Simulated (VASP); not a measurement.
Write the native input for VASP 6.6.1 that does the following.

- Task: single point
- Functional: PBE
- Potentials or basis: VASP PAW PBE potentials, release 64 (Ga_d, N)
- Cutoff: 520 eV
- k mesh: 8 × 8 × 5
- Occupations: gaussian, width 0.05 eV
- Spin: no spin polarisation
- Dipole correction: no
- Further INCAR settings: ALGO = Normal; EDIFF = 1e-06; NBANDS = 26

The structure of GaN lies in POSCAR:

```
GaN
1.0
    3.1889999985      0.0000000000      0.0000000000
   -1.5944999992      2.7617550113      0.0000000000
    0.0000000000      0.0000000000      5.1850000000
Ga N
2 2
Direct
    0.3333333333      0.6666666667      0.0000000000
    0.6666666667      0.3333333333      0.5000000000
    0.3333333333      0.6666666667      0.3770000000
    0.6666666667      0.3333333333      0.8770000000
```

These files were run (other wordings do the same):

INCAR

```
SYSTEM = GaN
  PREC = Accurate
  ENCUT = 520
  EDIFF = 1E-6
  ISMEAR = 0
  SIGMA = 0.05
  LREAL = .False.
  LASPH = .True.
  NELM = 100
  ALGO = Normal
  ISIF = 2
  LWAVE = .False.
  LCHARG = .True.
  GGA = PE
  LELF = .True.
  LVHAR = .True.
  NBANDS = 26
```

KPOINTS

```
regular mesh
0
Gamma
  8 8 5
  0 0 0
```

Potentials or basis: VASP PAW PBE potentials, release 64 (Ga_d, N).

Command:

```console
$ cat potpaw_PBE.64/Ga_d/POTCAR potpaw_PBE.64/N/POTCAR > POTCAR
$ mpirun -np 1 vasp_std > vasp.out
```

Results of the run:

| Quantity | Value |
| --- | --- |
| Pressure | 5.5 GPa |
| Band gap on the k mesh | 1.92 eV |

Caveat: the cell stands under pressure.

Wall time 20 s on 1 thread of Intel(R) Xeon(R) Platinum 8488C (Sapphire Rapids) (shared host), peak memory 0.17 GiB.
